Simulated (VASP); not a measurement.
# TiPt5 (P4/mmm) in VASP: single point with PBE

Aim: the single point of TiPt5 with PBE.

Everything below comes from runs of VASP 6.6.1. Logs are shortened: lines on timing, memory, paths and dates and some standing lists are left out, and cuts for length are marked.

### Step 1. The cell of the first run

It takes space group P4/mmm (No. 123, tetragonal). Conventional cell: a = 3.643 Å, b = 3.643 Å, c = 6.988 Å, α = 90.00°, β = 90.00°, γ = 90.00°. Within 3.4 Å of Ti (site symmetry 4/mmm) lie 12 Pt at 2.58 to 3.11 Å. Pt (site symmetry 2mm) has 5 Pt at 1.95 to 2.58 Å within 2.6 Å. Within 3.4 Å of Pt (site symmetry 4/mmm) lie 4 Ti at 2.58 Å and 8 Pt at 3.11 Å.

The cell was generated, and may not be a known phase.

### Step 2. Single point, PBE

Contents of INCAR:

```
PREC = Accurate ; ENCUT = 570
EDIFF = 1E-6 ; ISMEAR = 0
SIGMA = 0.1 ; LREAL = F
LASPH = T ; NELM = 120
ALGO = Normal ; ISIF = 2
LWAVE = F ; LCHARG = T
GGA = PE ; LELF = T
LVHAR = T ; NBANDS = 60
GGA_COMPAT = F
```

Contents of KPOINTS:

```
Automatic mesh
0
Gamma
  6 6 4
```

Contents of POSCAR:

```
TiPt5
1.0
    3.6428717600      0.0000000000      0.0000000000
    0.0000000000      3.6428717600      0.0000000000
    0.0000000000      0.0000000000      6.9878247000
Ti Pt
1 5
Direct
    0.5000000000      0.5000000000      0.5000000000
    0.0000000000      0.5000000000      0.1396811200
    0.5000000000      0.0000000000      0.1396811200
    0.0000000000      0.5000000000      0.8603188800
    0.5000000000      0.0000000000      0.8603188800
    0.0000000000      0.0000000000      0.5000000000
```

Potentials or basis: VASP PAW PBE potentials, release 64 (Ti_sv, Pt_sv_GW).

Started as:

```console
$ cat potpaw_PBE.64/Ti_sv/POTCAR potpaw_PBE.64/Pt_sv_GW/POTCAR > POTCAR
$ mpirun -np 1 vasp_std > vasp.out
```

OUTCAR:

```text
PREC = Accurate
   ENCUT = 570
   EDIFF = 1E-6
   ISMEAR = 0
   LREAL = F
   LASPH = T
   NELM = 120
   ISIF = 2
   GGA = PE

 ion  position               nearest neighbor table
   1  0.500  0.500  0.500-   6 2.58   6 2.58   6 2.58   6 2.58   2 3.11   3 3.11   5 3.11   3 3.11
                             2 3.11   4 3.11   4 3.11   5 3.11
   2  0.000  0.500  0.140-   4 1.95   3 2.58   3 2.58   3 2.58   3 2.58   6 3.11   1 3.11   6 3.11
                             1 3.11   5 3.23   5 3.23   5 3.23   5 3.23
   3  0.500  0.000  0.140-   5 1.95   2 2.58   2 2.58   2 2.58   2 2.58   1 3.11   6 3.11   6 3.11
                             1 3.11   4 3.23   4 3.23   4 3.23   4 3.23
   4  0.000  0.500  0.860-   2 1.95   5 2.58   5 2.58   5 2.58   5 2.58   6 3.11   1 3.11   6 3.11
                             1 3.11   3 3.23   3 3.23   3 3.23   3 3.23
   5  0.500  0.000  0.860-   3 1.95   4 2.58   4 2.58   4 2.58   4 2.58   1 3.11   6 3.11   6 3.11
                             1 3.11   2 3.23   2 3.23   2 3.23   2 3.23
   6  0.000  0.000  0.500-   1 2.58   1 2.58   1 2.58   1 2.58   5 3.11   2 3.11   2 3.11   4 3.11
                             3 3.11   3 3.11   5 3.11   4 3.11

  LATTYP: Found a simple tetragonal cell.
 ALAT       =     3.6428717600
 C/A-ratio  =     1.9182186913

  Lattice vectors:

 A1 = (   3.6428717600,   0.0000000000,   0.0000000000)
 A2 = (   0.0000000000,   3.6428717600,   0.0000000000)
 A3 = (   0.0000000000,   0.0000000000,   6.9878247000)

Analysis of symmetry for initial positions (statically):
=====================================================================
 Subroutine PRICEL returns:
 Original cell was already a primitive cell.

 Routine SETGRP: Setting up the symmetry group for a
 simple tetragonal supercell.

 Subroutine GETGRP returns: Found 16 space group operations
 (whereof 16 operations were pure point group operations)
 out of a pool of 16 trial point group operations.

The static configuration has the point symmetry D_4h.

Analysis of symmetry for dynamics (positions and initial velocities):
=====================================================================
 Subroutine PRICEL returns:
 Original cell was already a primitive cell.

 Routine SETGRP: Setting up the symmetry group for a
 simple tetragonal supercell.

 Subroutine GETGRP returns: Found 16 space group operations
 (whereof 16 operations were pure point group operations)
 out of a pool of 16 trial point group operations.

The dynamic configuration has the point symmetry D_4h.

 Subroutine INISYM returns: Found 16 space group operations
 (whereof 16 operations are pure point group operations),
 and found     1 'primitive' translations

----------------------------------------------------------------------------------------

                                     Primitive cell

  volume of cell :      92.7320

  direct lattice vectors                    reciprocal lattice vectors
     3.642871760  0.000000000  0.000000000     0.274508702  0.000000000  0.000000000
     0.000000000  3.642871760  0.000000000     0.000000000  0.274508702  0.000000000
     0.000000000  0.000000000  6.987824700     0.000000000  0.000000000  0.143106051

  length of vectors
     3.642871760  3.642871760  6.987824700     0.274508702  0.274508702  0.143106051

  position of ions in fractional coordinates (direct lattice)
     0.500000000  0.500000000  0.500000000
     0.000000000  0.500000000  0.139681120
     0.500000000  0.000000000  0.139681120
     0.000000000  0.500000000  0.860318880
     0.500000000  0.000000000  0.860318880
     0.000000000  0.000000000  0.500000000

  ion indices of the primitive-cell ions
   primitive index   ion index
                 1           1
                 2           2
                 3           3
                 4           4
                 5           5
                 6           6

----------------------------------------------------------------------------------------

 KPOINTS: Automatic mesh

Automatic generation of k-mesh.
 Grid dimensions read from file:
 generate k-points for:    6    6    4

 Generating k-lattice:

  Cartesian coordinates                     Fractional coordinates (reciprocal lattice)
     0.045751450  0.000000000  0.000000000     0.166666667  0.000000000  0.000000000
     0.000000000  0.045751450  0.000000000     0.000000000  0.166666667  0.000000000
     0.000000000  0.000000000  0.035776513     0.000000000  0.000000000  0.250000000

  Length of vectors
     0.045751450  0.045751450  0.035776513

  Shift w.r.t. Gamma in fractional coordinates (k-lattice)
     0.000000000  0.000000000  0.000000000

 Subroutine IBZKPT returns following result:
 ===========================================

 Found     30 irreducible k-points:

 Following reciprocal coordinates:
            Coordinates               Weight
  0.000000  0.000000  0.000000      1.000000
  0.166667  0.000000  0.000000      4.000000
  0.333333  0.000000  0.000000      4.000000
  0.500000  0.000000  0.000000      2.000000
  0.166667  0.166667  0.000000      4.000000
  0.333333  0.166667  0.000000      8.000000
[... 16 lines left out ...]
  0.333333  0.000000  0.500000      4.000000
  0.500000  0.000000  0.500000      2.000000
 [... further k-points ...]
   k-points           NKPTS =     30   k-points in BZ     NKDIM =     30   number of bands    NBANDS=     60
   number of dos      NEDOS =    301   number of ions     NIONS =      6
   total plane-waves  NPLWV =  42336
   dimension x,y,z NGX =    28 NGY =   28 NGZ =   54
   dimension x,y,z NGXF=    56 NGYF=   56 NGZF=  108
   ions per type =               1   5
   NGX,Y,Z   is equivalent  to a cutoff of  12.78, 12.78, 12.85 a.u.
   NGXF,Y,Z  is equivalent  to a cutoff of  25.56, 25.56, 25.69 a.u.
 SYSTEM =  unknown system
   PREC   = accura    normal or accurate (medium, high low for compatibility)
   ISTART =      0    job   : 0-new  1-cont  2-samecut
   ICHARG =      2    charge: 1-file 2-atom 10-const
   ISPIN  =      1    spin polarized calculation?
   LNONCOLLINEAR =      F non collinear calculations
   LSORBIT =      F    spin-orbit coupling
   LASPH  =      T    aspherical Exc in radial PAW
   ENCUT  =  570.0 eV  41.89 Ry    6.47 a.u.   7.09  7.09 13.60*2*pi/ulx,y,z
   NELM   =    120;   NELMIN=  2; NELMDL= -5     # of ELM steps
   EDIFF  = 0.1E-05   stopping-criterion for ELM
   LREAL  =      F    real-space projection
   EDIFFG = 0.1E-04   stopping-criterion for IOM
   NSW    =      0    number of steps for IOM
   IBRION =     -1    ionic relax: 0-MD 1-quasi-New 2-CG
   NFREE  =      0    steps in history (QN), initial steepest desc. (CG)
   ISIF   =      2    stress and relaxation
   ISYM   =      2    0-nonsym 1-usesym 2-fastsym
   POTIM  = 0.5000    time-step for ionic-motion
   TEBEG  =    0.0;   TEEND  =   0.0 temperature during run
   PSTRESS=    0.0 pullay stress
   NELECT =     102.0000    total number of electrons
   NUPDOWN=      -1.0000    fix difference up-down
   EMIN   =  10.00;   EMAX   =-10.00  energy-range for DOS
   EFERMI =   0.00;   METHOD = LEGACY
   ISMEAR =     0;   SIGMA  =   0.10  broadening in eV -4-tet -1-fermi 0-gaus
   EFERMI_NEDOS =   21; number of points for ismear=-14 and -15
   IALGO  =     38    algorithm
   IMIX   =      4    mixing-type and parameters
     AMIX     =   0.40;   BMIX     =  1.00
     AMIX_MAG =   1.60;   BMIX_MAG =  1.00
  volume/ion in A,a.u.               =      15.46       104.30
  Fermi-wavevector in a.u.,A,eV,Ry     =   1.689915  3.193477 38.855710  2.855814
  Thomas-Fermi vector in A             =   2.771956
   LORBIT       =      0    0 simple, 1 ext, 2 COOP (PROOUT), +10 PAW based schemes
   GGA     = PE    functional components
   LHFCALC =     F    Hartree Fock is set to
   AEXX    =    0.0000 exact exchange contribution
   IVDW    =     0    specifies the selected vdW correction
   LEPSILON=     F    determine dielectric tensor
   LRPA    =     F    only Hartree local field effects (RPA)
 non-spin polarized calculation
 Gauss-broadening in eV      SIGMA  =   0.10
  energy-cutoff  :      570.00
  volume of cell :       92.73
 maximum number of plane-waves:      2884
   NGX = 15   NGY = 15   NGZ = 27

 number of electron     102.0000008 magnetization

 Free energy of the ion-electron system (eV)
  ---------------------------------------------------
  ext. energy  EPLUGINS =         0.00000000
  ---------------------------------------------------
  free energy    TOTEN  =       -28.11683756 eV

  energy without entropy =      -28.08703047  energy(sigma->0) =      -28.10193402

 E-fermi :  10.9069     XC(G=0): -13.4772

 val. band max:       10.8898601296   @ k =   0.3333   0.0000   0.5000
 cond. band min:      10.9073865017   @ k =   0.3333   0.3333   0.2500
 fundamental gap:      0.0175263722
 Fermi energy:        10.9068704558

 k-point     1 :       0.0000    0.0000    0.0000
  band No.  band energies     occupation
      1     -89.0241      2.00000
      2     -88.9610      2.00000
      3     -88.5736      2.00000
      4     -88.5138      2.00000
      5     -88.0742      2.00000
      6     -46.8326      2.00000
[... 52 lines left out ...]
     59      14.2485      0.00000
     60      18.0683      0.00000

 k-point     2 :       0.1667    0.0000    0.0000
  band No.  band energies     occupation
      1     -89.0196      2.00000
      2     -88.9652      2.00000
      3     -88.5694      2.00000
      4     -88.5181      2.00000
      5     -88.0742      2.00000
      6     -46.8338      2.00000
[... 52 lines left out ...]
     59      16.0456      0.00000
     60      16.7995      0.00000

 k-point     3 :       0.3333    0.0000    0.0000
  band No.  band energies     occupation
      1     -89.0086      2.00000
      2     -88.9770      2.00000
      3     -88.5586      2.00000
      4     -88.5293      2.00000
      5     -88.0744      2.00000
      6     -46.8362      2.00000
[... 1312 lines left out ...]
     59      14.2961      0.00000
     60      16.3859      0.00000

 k-point    24 :       0.5000    0.0000    0.5000
  band No.  band energies     occupation
      1     -88.9926      2.00000
      2     -88.9926      2.00000
      3     -88.5437      2.00000
      4     -88.5437      2.00000
      5     -88.0742      2.00000
      6     -46.8373      2.00000
[... 52 lines left out ...]
     59      16.0982      0.00000
     60      16.5471      0.00000

 [... further k-points ...]
[... 5 lines left out ...]
  --------------------------------------------------------------------------------------
  -------------------------------------------------------------------------------------
  Total       14.7425983     14.7425983     94.3107486      0.0000000      0.0000000     -0.0000000
  in kB      254.7151912    254.7151912   1629.4536325      0.0000000      0.0000000     -0.0000000
  external PRESSURE =     712.9613383 kB  Pullay stress =       0.0000000 kB

 VOLUME and BASIS-vectors are now :
 -----------------------------------------------------------------------------
  energy-cutoff  :      570.00
  volume of cell :       92.73
      direct lattice vectors                 reciprocal lattice vectors
     3.642871760  0.000000000  0.000000000     0.274508702  0.000000000  0.000000000
     0.000000000  3.642871760  0.000000000     0.000000000  0.274508702  0.000000000
     0.000000000  0.000000000  6.987824700     0.000000000  0.000000000  0.143106051

 POSITION                                       TOTAL-FORCE (eV/Angst)
 -----------------------------------------------------------------------------------
      1.82144      1.82144      3.49391         0.000000     -0.000000     -0.000000
      0.00000      1.82144      0.97607         0.000000      0.000000     26.998516
      1.82144      0.00000      0.97607         0.000000      0.000000     26.998516
      0.00000      1.82144      6.01176         0.000000      0.000000    -26.998516
      1.82144      0.00000      6.01176        -0.000000      0.000000    -26.998516
      0.00000      0.00000      3.49391         0.000000     -0.000000     -0.000000
 -----------------------------------------------------------------------------------
    total drift:                                0.000000      0.000000      0.000000

  FREE ENERGIE OF THE ION-ELECTRON SYSTEM (eV)
  ---------------------------------------------------
  free  energy   TOTEN  =       -28.1168375588 eV

  energy  without entropy=      -28.0870304748  energy(sigma->0) =      -28.10193402
```

Run time: 2.4 min. Hardware: 1 thread of Intel Xeon 6975P-C (Granite Rapids), shared host; peak memory 0.3 GiB.

Results:

```yaml
Free_energy: -28.1168 eV
Pressure: 71.3 GPa
Largest_force: 26.999 eV/Å
Band_gap_on_the_k_mesh: zero (bands 51 and 52 overlap by 1.60 eV)
```

Forces in eV/Å, atoms in the order of the input:
```
Ti    0.000   0.000   0.000
Pt    0.000   0.000  26.999
Pt    0.000   0.000  26.999
Pt    0.000   0.000 -26.999
Pt    0.000   0.000 -26.999
Pt    0.000   0.000   0.000
```

Caveat: the stress differs along the axes, from 25 to 163 GPa; spin-orbit coupling is left out, which moves the levels of the heavy elements; forces of over 1 eV/Å act on the atoms, so gaps and moduli don't describe the material at rest.
